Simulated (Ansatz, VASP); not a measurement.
Hg: VASP beside Ansatz

```
CELL_PARAMETERS angstrom
3.35221 0.00000 0.00000
-1.67611 2.90310 0.00000
0.00000 0.00000 4.81040
ATOMIC_POSITIONS crystal
Hg 0.66667 0.33333 0.75000
Hg 0.33333 0.66667 0.25000
```

Alike in both runs: task single point; functional PBE; dispersion D3(BJ); k mesh 15 × 15 × 8; occupations gaussian, width 0.15 eV; no spin polarisation.

|  | VASP | Ansatz |
| --- | --- | --- |
| version | VASP 6.6.1 | Ansatz 0.2.0 |
| potentials or method | VASP PAW PBE potentials, release 64 (Hg), cutoff 520 eV | scalar-relativistic, plane waves, PAW |
| valence electrons in the cell | 24 | 40 |

|  | VASP | Ansatz | Ansatz less VASP |
| --- | --- | --- | --- |
| gap on the k mesh at the Fermi level (eV) | none | none | - |
| pressure (GPa) | 2.9 | 2.5 | -0.40 |
| traceless stress, the component that is largest in VASP (GPa) | -0.15 | -0.30 | -0.146 |

A gap of «none» marks a metal or a gap that the smearing closes. VASP's potentials hold 24 valence electrons a cell and Ansatz's 40, so a difference there can come from the potentials and not from the codes.

Spin-orbit coupling is off throughout.
